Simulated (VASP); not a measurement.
Here is a VASP 6.6.1 calculation.

The input INCAR:

```
ALGO = Normal
EDIFF = 1E-7
ENCUT = 520
GGA = PE
ISIF = 2
ISMEAR = 1
LASPH = T
LCHARG = F
LREAL = F
LWAVE = F
NBANDS = 17
NELM = 100
PREC = Accurate
SIGMA = 0.05
```

The input KPOINTS:

```
k-points
0
Gamma
  12 12 7
```

The input POSCAR:

```
Hf
1.0
    3.2797680652      0.0000000000      0.0000000000
   -1.6398840326      2.8403589662      0.0000000000
    0.0000000000      0.0000000000      5.1892298059
Hf
2
Direct
    0.3333333333      0.6666666667      0.2500000000
    0.6666666667      0.3333333333      0.7500000000
```

Potentials or basis: VASP PAW PBE potentials, release 64 (Hf_pv).

Run with:

```console
$ cat potpaw_PBE.64/Hf_pv/POTCAR > POTCAR
$ mpirun -np 1 vasp_std > vasp.out
```

(1) What does it give for the pressure?

(2) Estimate the band gap on the k mesh.

Results:

(1) -7.0 GPa.

(2) zero (band 10 reaches 5.55 eV, above the bottom of band 11 at 4.03 eV).

Caveat: spin-orbit coupling is left out, which moves the levels of the heavy elements.
